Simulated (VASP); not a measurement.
Input of a VASP 6.6.1 run:

Contents of INCAR:

```
PREC = Accurate ; ENCUT = 600
EDIFF = 1E-6 ; ISMEAR = -1
SIGMA = 0.05 ; LREAL = F
LASPH = T ; NELM = 120
ALGO = Normal ; ISIF = 2
LWAVE = F ; LCHARG = T
GGA = PE ; LELF = T
LVHAR = T ; NBANDS = 44
GGA_COMPAT = F
```

File KPOINTS:

```
Automatic mesh
0
Gamma
  11 11 6
```

The input POSCAR:

```
SiO2
1.0
    5.0690738885      0.0000000000      0.0000000000
   -2.5345369442      4.3899467611      0.0000000000
    0.0000000000      0.0000000000      8.5584885400
Si O
4 8
Direct
    0.3333333333      0.6666666667      0.4371258000
    0.3333333333      0.6666666667      0.0628742000
    0.6666666667      0.3333333333      0.5628742000
    0.6666666667      0.3333333333      0.9371258000
    0.4212587450      0.0000000000      0.0000000000
    0.3333333333      0.6666666667      0.2500000000
    0.6666666667      0.3333333333      0.7500000000
    0.0000000000      0.5787412550      0.5000000000
    0.5787412550      0.5787412550      0.0000000000
    0.5787412550      0.0000000000      0.5000000000
    0.4212587450      0.4212587450      0.5000000000
    0.0000000000      0.4212587450      0.0000000000
```

Potentials or basis: VASP PAW PBE potentials, release 64 (Si, O).

The run is started by

```console
$ cat potpaw_PBE.64/Si/POTCAR potpaw_PBE.64/O/POTCAR > POTCAR
$ mpirun -np 1 vasp_std > vasp.out
```

Task: Estimate the band gap on the k mesh.

Result: 5.57 eV (least direct gap 5.63 eV).

Task: What does it give for the largest force?

Result: 0.245 eV/Å.

Task: Predict the pressure.

Result: 3.9 GPa.

Forces in eV/Å, atoms in the order of the input:
```
Si   0.000  0.000  0.013
Si   0.000  0.000 -0.013
Si   0.000  0.000 -0.013
Si   0.000  0.000  0.013
O   -0.245  0.000  0.000
O    0.000  0.000  0.000
O    0.000  0.000  0.000
O   -0.122  0.212  0.000
O    0.122  0.212  0.000
O    0.245  0.000  0.000
O   -0.122 -0.212  0.000
O    0.122 -0.212  0.000
```

Caveat: the cell stands under pressure. A k mesh can miss the band edges.
